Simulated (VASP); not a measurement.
# BaS (P6_3/mmc) in VASP: a series of runs, part 3 of 3

VASP 6.6.1. Earlier steps stand in the parts before.

## 6. Relaxation of cell and atoms, PBEsol

INCAR reads:

```
SYSTEM = BaS
PREC = Accurate
ENCUT = 600
EDIFF = 1E-7
ISMEAR = -1
SIGMA = 0.02
LREAL = .FALSE.
LASPH = .TRUE.
NELM = 100
ALGO = Normal
ISIF = 3
LWAVE = .FALSE.
LCHARG = .FALSE.
GGA = PS
IBRION = 2
NSW = 80
EDIFFG = -0.005
```

KPOINTS reads:

```
Automatic mesh
0
G
  6 6 4
  0 0 0
```

POSCAR reads:

```
BaS
1.0
    5.3844481214      0.0000000000      0.0000000000
   -2.6922240607      4.6630688585      0.0000000000
    0.0000000000      0.0000000000      6.3816974437
Ba S
2 2
Direct
    0.3333333333      0.6666666667      0.2500000000
    0.6666666667      0.3333333333      0.7500000000
    0.6666666667      0.3333333333      0.2500000000
    0.3333333333      0.6666666667      0.7500000000
```

Potentials or basis: VASP PAW PBE potentials, release 64 (Ba_sv, S).

The run is started by

```sh
> cat potpaw_PBE.64/Ba_sv/POTCAR potpaw_PBE.64/S/POTCAR > POTCAR
> mpirun -np 1 vasp_std > vasp.out
```

OUTCAR:

```text
SYSTEM = BaS
   PREC = Accurate
   ENCUT = 600
   EDIFF = 1E-7
   ISMEAR = -1
   LREAL = .FALSE.
   LASPH = .TRUE.
   NELM = 100
   ISIF = 3
   GGA = PS
   IBRION = 2
   NSW = 80
   EDIFFG = -0.005

 ion  position               nearest neighbor table
   1  0.333  0.667  0.250-   3 3.11   3 3.11   3 3.11   4 3.19   4 3.19   2 4.45   2 4.45   2 4.45
                             2 4.45   2 4.45   2 4.45
   2  0.667  0.333  0.750-   4 3.11   4 3.11   4 3.11   3 3.19   3 3.19   1 4.45   1 4.45   1 4.45
                             1 4.45   1 4.45   1 4.45
   3  0.667  0.333  0.250-   1 3.11   1 3.11   1 3.11   2 3.19   2 3.19
   4  0.333  0.667  0.750-   2 3.11   2 3.11   2 3.11   1 3.19   1 3.19

  LATTYP: Found a hexagonal cell.
 ALAT       =     5.3844481214
 C/A-ratio  =     1.1852091988

  Lattice vectors:

 A1 = (   5.3844481214,   0.0000000000,   0.0000000000)
 A2 = (  -2.6922240607,   4.6630688585,   0.0000000000)
 A3 = (   0.0000000000,   0.0000000000,   6.3816974437)

Analysis of symmetry for initial positions (statically):
=====================================================================
 Subroutine PRICEL returns:
 Original cell was already a primitive cell.

 Routine SETGRP: Setting up the symmetry group for a
 hexagonal supercell.
[... 159 lines left out ...]

--------------------------------------- Ionic step        1  -------------------------------------------

 number of electron      32.0000000 magnetization

 Free energy of the ion-electron system (eV)
  ---------------------------------------------------
  ext. energy  EPLUGINS =         0.00000000
  ---------------------------------------------------
  free energy    TOTEN  =       -20.91230161 eV

  energy without entropy =      -20.91230161  energy(sigma->0) =      -20.91230161

------------------------ aborting loop because EDIFF is reached ----------------------------------------

  FORCE on cell =-STRESS in cart. coord.  units (eV):
  Direction    XX          YY          ZZ          XY          YZ          ZX
  --------------------------------------------------------------------------------------
  -------------------------------------------------------------------------------------
  Total       -0.8697680     -0.8697680     -1.0511326     -0.0000000      0.0000000      0.0000000
  in kB       -8.6969056     -8.6969056    -10.5103907     -0.0000000      0.0000000      0.0000000
  external PRESSURE =      -9.3014006 kB  Pullay stress =       0.0000000 kB
[... 215 lines left out ...]
--------------------------------------- Ionic step        7  -------------------------------------------

 number of electron      32.0000000 magnetization

 Free energy of the ion-electron system (eV)
  ---------------------------------------------------
  ext. energy  EPLUGINS =         0.00000000
  ---------------------------------------------------
  free energy    TOTEN  =       -20.92540966 eV

  energy without entropy =      -20.92540966  energy(sigma->0) =      -20.92540966

 E-fermi :   0.9103     XC(G=0):  -7.8106

 val. band max:        0.4826122775   @ k =   0.0000   0.0000   0.0000
 cond. band min:       2.8047211833   @ k =   0.3333   0.3333   0.0000
 fundamental gap:      2.3221089057
 Fermi energy:         0.9102940355

 k-point     1 :       0.0000    0.0000    0.0000
  band No.  band energies     occupation
      1     -25.6834      2.00000
      2     -25.6233      2.00000
      3     -11.1943      2.00000
      4     -11.0121      2.00000
      5     -11.0121      2.00000
      6     -10.8349      2.00000
[... 503 lines left out ...]
  FREE ENERGIE OF THE ION-ELECTRON SYSTEM (eV)
  ---------------------------------------------------
  free  energy   TOTEN  =       -20.9254096573 eV

  energy  without entropy=      -20.9254096573  energy(sigma->0) =      -20.92540966

 reached required accuracy - stopping structural energy minimisation
```

OSZICAR:

```text
N       E                     dE             d eps       ncg     rms          rms(c)
DAV:   1     0.254072409117E+03    0.25407E+03   -0.14448E+04   840   0.150E+03
DAV:   2     0.984846662549E+00   -0.25309E+03   -0.24199E+03  1176   0.263E+02
DAV:   3    -0.217237140445E+02   -0.22709E+02   -0.22567E+02  1180   0.873E+01
DAV:   4    -0.224213678104E+02   -0.69765E+00   -0.69652E+00  1220   0.140E+01
[... 67 lines left out ...]
DAV:   4    -0.209254080178E+02   -0.89623E-06   -0.37329E-06  1284   0.966E-03    0.584E-03
DAV:   5    -0.209254092457E+02   -0.12280E-05   -0.10385E-06  1108   0.571E-03    0.166E-03
DAV:   6    -0.209254095609E+02   -0.31515E-06   -0.11689E-07   632   0.136E-03    0.265E-04
DAV:   7    -0.209254096675E+02   -0.10661E-06   -0.17795E-08   472   0.790E-04    0.184E-04
DAV:   8    -0.209254096573E+02    0.10201E-07   -0.46984E-09   468   0.376E-04
   7 F= -.20925410E+02 E0= -.20925410E+02  d E =-.427173E-05
```

Wall time 13 min (1 thread of Oxide Virtual Turin-like, shared host); peak memory 0.37 GiB.

What came out:

* Free energy: -20.9254 eV
* Relaxed volume: 38.95 Å³/atom
* Relaxed cell: a = 5.334 Å, b = 5.334 Å, c = 6.323 Å, α = 90.00°, β = 90.00°, γ = 120.00°
* Space group after relaxing (to 0.05 Å): P6_3/mmc (No. 194)
* Energy gained by relaxing: 3.3 meV/atom
* Ionic steps: 7
* Pressure after relaxing: 0.0 GPa
* Band gap on the k mesh: 2.32 eV, indirect (least direct gap 2.47 eV)

Step by step:
```
step  energy change (eV)  largest force (eV/Å)  pressure (GPa)  volume (Å³)
   1              0.0000                0.0000           -0.93       160.23
   2             -0.0123                0.0000            0.23       154.90
   3             -0.0130                0.0000            0.00       155.89
   4             -0.0130                0.0000           -0.02       155.98
   5             -0.0131                0.0000           -0.02       155.93
   6             -0.0131                0.0000           -0.02       155.91
   7             -0.0131                0.0000            0.01       155.80
```

Final structure:
```cif
data_structure
_symmetry_space_group_name_H-M 'P 1'
_symmetry_Int_Tables_number 1
_cell_length_a 5.3343
_cell_length_b 5.3343
_cell_length_c 6.3226
_cell_angle_alpha 90.000
_cell_angle_beta 90.000
_cell_angle_gamma 120.000
_cell_volume 155.80
loop_
_atom_site_label
_atom_site_type_symbol
_atom_site_fract_x
_atom_site_fract_y
_atom_site_fract_z
_atom_site_occupancy
Ba1 Ba 0.33333 0.66667 0.25000 1
Ba2 Ba 0.66667 0.33333 0.75000 1
S1 S 0.66667 0.33333 0.25000 1
S2 S 0.33333 0.66667 0.75000 1
```

Levels at points of the mesh, in eV from the valence-band top:
```tsv
k point	band 12	band 13	band 14	band 15	band 16	band 17	band 18	band 19	band 20
(0.00, 0.00, 0.00)	-1.01	-0.93	-0.93	-0.41	0.00	2.67	3.58	3.58	4.77
(0.50, 0.00, 0.00)	-0.91	-0.49	-0.41	-0.36	-0.34	2.97	3.31	3.41	5.01
(0.00, 0.00, 0.50)	-1.32	-1.07	-1.07	-1.07	-1.07	3.71	3.71	5.45	5.45
(0.50, 0.00, 0.50)	-1.63	-0.92	-0.92	-0.54	-0.54	3.81	3.81	4.91	4.91
```

Caveat: the PAW data sets were made with another functional, which shifts forces and pressure a little; spin-orbit coupling is left out, which moves the levels of the heavy elements. Expect the measured gap to be larger: semilocal functionals such as PBEsol lack the derivative discontinuity.

## 7. Overview

| task | level | potentials or basis | cell | cutoff (eV) | smearing | gap on the mesh (eV) | pressure (GPa) |
| --- | --- | --- | --- | --- | --- | --- | --- |
| single point | PBE | VASP PAW PBE potentials, release 64 (Ba_sv, S) | as given | 520 | fermi-dirac 0.02 eV | 2.47 | 0.4 |
| single point | LDA | VASP PAW LDA potentials, release 64 (Ba_sv, S) | as given | 520 | gaussian 0.01 eV | 2.26 | -1.9 |
| single point | r2SCAN | VASP PAW PBE potentials, release 64 (Ba_sv, S) | as given | 520 | fermi-dirac 0.02 eV | 2.82 | 0.4 |
| single point | r2SCAN | VASP PAW PBE potentials, release 64 (Ba_sv, S) | as given | 520 | gaussian 0.01 eV | 2.82 | 0.4 |
| relaxation of cell and atoms | PBEsol | VASP PAW PBE potentials, release 64 (Ba_sv, S) | relaxed | 600 | fermi-dirac 0.02 eV | 2.32 | 0.0 |

Alike in all rows: no spin polarisation; k mesh 6 × 6 × 4.

Caveats: spin-orbit coupling is left out, which moves the levels of the heavy elements; the PAW data sets were made with another functional, which shifts forces and pressure a little (some runs).

Total energies depend on the potentials used, so only differences within one code and one set of settings carry meaning.
